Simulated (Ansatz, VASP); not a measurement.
TiO2 in VASP and in Ansatz

Contents of POSCAR:

```
TiO2
1.0
    3.7777089757      0.0000000000      0.0000000000
    0.0000000000      3.7777089757      0.0000000000
   -0.0958402566      0.0000000000      9.5840256616
Ti O
4 8
Direct
   -0.0025748764      0.5000000000      0.7499916388
    0.5025748764      0.5000000000      0.0000083612
    0.4974251236      0.0000000000      0.2499916388
    0.0025748764      0.0000000000      0.5000083612
    0.0017462608      0.5000000000      0.9572429973
    0.4982537392      0.5000000000      0.7927570027
    0.5037539838      0.0000000000      0.0427590129
   -0.0037539838      0.0000000000      0.7072409871
    0.5017462608      0.0000000000      0.4572429973
   -0.0017462608      0.0000000000      0.2927570027
    0.0037539838      0.5000000000      0.5427590129
    0.4962460162      0.5000000000      0.2072409871
```

INCAR.step1

```
PREC = Accurate
ENCUT = 520
ISMEAR = 0
SIGMA = 0.02
LREAL = F
LASPH = T
NELM = 80
NBANDS = 60
GGA = PE
ALGO = Normal
EDIFF = 1E-4
LWAVE = T
LCHARG = F
```

INCAR.step2

```
PREC = Accurate
ENCUT = 520
EDIFF = 1E-7
ISMEAR = 0
SIGMA = 0.02
LREAL = F
LASPH = T
NELM = 80
ALGO = Normal
ISIF = 2
LWAVE = F
LCHARG = T
METAGGA = R2SCAN
LMIXTAU = T
LELF = T
LVHAR = T
NBANDS = 60
ISTART = 1
```

The input KPOINTS:

```
Automatic mesh
0
Gamma
  6 6 4
```

Input for Ansatz:

```yaml
crystal:
  lattice:
    - [3.7777089757, 0.0, 0.0]
    - [0.0, 3.7777089757, 0.0]
    - [-0.0958402566, 0.0, 9.5840256616]
  atoms:
    - { symbol: Ti, position: [-0.0025748764, 0.5, 0.7499916388] }
    - { symbol: Ti, position: [0.5025748764, 0.5, 8.3612e-06] }
    - { symbol: Ti, position: [0.4974251236, 0.0, 0.2499916388] }
    - { symbol: Ti, position: [0.0025748764, 0.0, 0.5000083612] }
    - { symbol: O, position: [0.0017462608, 0.5, 0.9572429973] }
    - { symbol: O, position: [0.4982537392, 0.5, 0.7927570027] }
    - { symbol: O, position: [0.5037539838, 0.0, 0.0427590129] }
    - { symbol: O, position: [-0.0037539838, 0.0, 0.7072409871] }
    - { symbol: O, position: [0.5017462608, 0.0, 0.4572429973] }
    - { symbol: O, position: [-0.0017462608, 0.0, 0.2927570027] }
    - { symbol: O, position: [0.0037539838, 0.5, 0.5427590129] }
    - { symbol: O, position: [0.4962460162, 0.5, 0.2072409871] }
basis:
  ecutwfc: 500
kpoints:
  mp_grid: { grid: [6, 6, 4] }
  band_path: { path: [VBM, CBM], npoints: 2 }
hamiltonian:
  xc: r2scan
scf:
  occupations: { method: gaussian, width: 0.02 }
output:
  forces: true
  stress: true
  eigenvalues: true
checkpoint:
  read: start.run
  write: ck
  compress: false
  write_wavefunctions: false
  write_every: 100000
```

Alike in both runs: task single point; functional r2SCAN; k mesh 6 × 6 × 4; occupations gaussian, width 0.02 eV; no spin polarisation.

|  | VASP | Ansatz |
| --- | --- | --- |
| version | VASP 6.6.1 | Ansatz 0.2.0 |
| potentials or method | VASP PAW PBE potentials, release 64 (Ti_sv, O), cutoff 520 eV | scalar-relativistic, plane waves, PAW |
| valence electrons in the cell | 96 | 96 |

Ansatz gave:

```
gap on the k mesh at the Fermi level (eV)                     : 2.58
least direct gap on the mesh (eV)                             : 2.65
pressure (GPa)                                                : 0.0
traceless stress, the component that is largest in VASP (GPa) : 0.52
rms of the force components (eV/Å)                            : 0.003
```

Q: Estimate VASP's values.

A: gap on the k mesh at the Fermi level (eV): 2.60; least direct gap on the mesh (eV): 2.68; pressure (GPa): 1.2; traceless stress, the component that is largest in VASP (GPa): 0.52; rms of the force components (eV/Å): 0.016.

VASP's potentials were made for PBE, not for r2SCAN. Atom by atom the forces differ by 0.015 eV/Å (rms over components).
